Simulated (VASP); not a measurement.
Ti: single point with PBEsol

Ti:

```
Ti
1.0
     0.00000    2.03000    2.06045
     2.03000    0.00000    2.06045
     2.03000    2.03000    0.00000
Ti
1
Cartesian
  0.0000 0.0000 0.0000
```

This cell differs from its parent crystal: strain +0.000 along x and y, +0.015 along z.

```json
{
 "Program": "VASP 6.6.1",
 "Task": "single point",
 "Functional": "PBEsol",
 "Potentials or basis": "VASP PAW PBE potentials, release 64 (Ti_sv)",
 "Cutoff": "520 eV",
 "k mesh": "20 × 20 × 20",
 "Occupations": "gaussian, width 0.15 eV",
 "Spin": "no spin polarisation",
 "Dipole correction": "no",
 "Further INCAR settings": "ALGO = Fast; EDIFF = 1e-06; NBANDS = 12"
}
```

- Pressure: -2.2 GPa
- Band gap on the k mesh: zero (bands 6 and 7 overlap by 1.28 eV)

Stress tensor (GPa, compression positive):
```
-2.02  0.00  0.00
 0.00 -2.02  0.00
 0.00  0.00 -2.55
```

Levels at points of the mesh, in eV from the Fermi level:
| k point | band 4 | band 5 | band 6 | band 7 | band 8 | band 9 |
| --- | --- | --- | --- | --- | --- | --- |
| (0.00, 0.00, 0.00) | -32.37 | -6.15 | 0.81 | 0.93 | 0.93 | 2.49 |
| (0.50, 0.00, 0.00) | -32.45 | -2.65 | 0.70 | 0.70 | 0.83 | 3.66 |
| (0.50, 0.50, 0.00) | -32.61 | -2.67 | -1.75 | 2.76 | 3.67 | 3.98 |
| (0.50, 0.00, 0.50) | -32.62 | -2.66 | -1.78 | 3.04 | 3.66 | 3.94 |

Wall time 4.6 min on 1 thread of Intel Xeon 8259CL, with other jobs on the host, peak memory 0.25 GiB.

Caveat: the cell differs from its parent crystal (strain +0.000 along x and y, +0.015 along z); the PAW data sets were made with another functional, which shifts forces and pressure a little.
